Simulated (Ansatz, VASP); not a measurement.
## Two plane-wave programs on Sb

File INCAR:

```
ALGO = Normal
EDIFF = 1E-6
ENCUT = 520
GGA = PE
ISIF = 2
ISMEAR = -1
LASPH = True
LCHARG = False
LREAL = False
LWAVE = False
NBANDS = 12
NELM = 60
PREC = Accurate
SIGMA = 0.1
```

File KPOINTS:

```
k-points
0
Gamma
  12 12 7
```

The input POSCAR:

```
Sb
1.0
    3.2764091915      0.0000000000      0.0000000000
   -1.6382045958      2.8374535931      0.0000000000
    0.0000000000      0.0000000000      5.4254528235
Sb
2
Direct
    0.3333333333      0.6666666667      0.2500000000
    0.6666666667      0.3333333333      0.7500000000
```

Input for Ansatz:

```yaml
crystal:
  lattice:
    - [3.2764091915, 0.0, 0.0]
    - [-1.6382045958, 2.8374535931, 0.0]
    - [0.0, 0.0, 5.4254528235]
  atoms:
    - { symbol: Sb, position: [0.3333333333, 0.6666666667, 0.25] }
    - { symbol: Sb, position: [0.6666666667, 0.3333333333, 0.75] }
hamiltonian:
  xc: pbe
  pseudopotentials:
    kind: paw
    azcp:
      Sb: "pseudopotentials/Sb.paw.azcp"
basis:
  ecutwfc: 420
  fft_grid_basis: typed
kpoints:
  mp_grid: { grid: [12, 12, 7], shift: [0, 0, 0] }
magnetization:
  spin_polarized: false
scf:
  occupations: { method: fermi_dirac, width: 0.1 }
  lower_state_search: "off"
output:
  stress: true
```

Alike in both runs: task single point; functional PBE; k mesh 12 × 12 × 7; occupations fermi-dirac, width 0.1 eV; no spin polarisation.

```csv
,VASP,Ansatz
version,VASP 6.6.1,Ansatz 0.2.0
potentials or method,"VASP PAW PBE potentials, release 64 (Sb), cutoff 520 eV","plane waves (420 eV) with PAW, scalar-relativistic"
valence electrons in the cell,10,30
```

|  | VASP | Ansatz | Ansatz less VASP |
| --- | --- | --- | --- |
| pressure (GPa) | 6.0 | 6.1 | +0.14 |
| traceless stress, the component that is largest in VASP (GPa) | -1.03 | -1.02 | +0.018 |

The functional is the same, so the differences come from potentials, cutoffs and numerics. VASP's potentials hold 10 valence electrons a cell and Ansatz's 30, so a difference there can come from the potentials and not from the codes.

Spin-orbit coupling is off throughout.
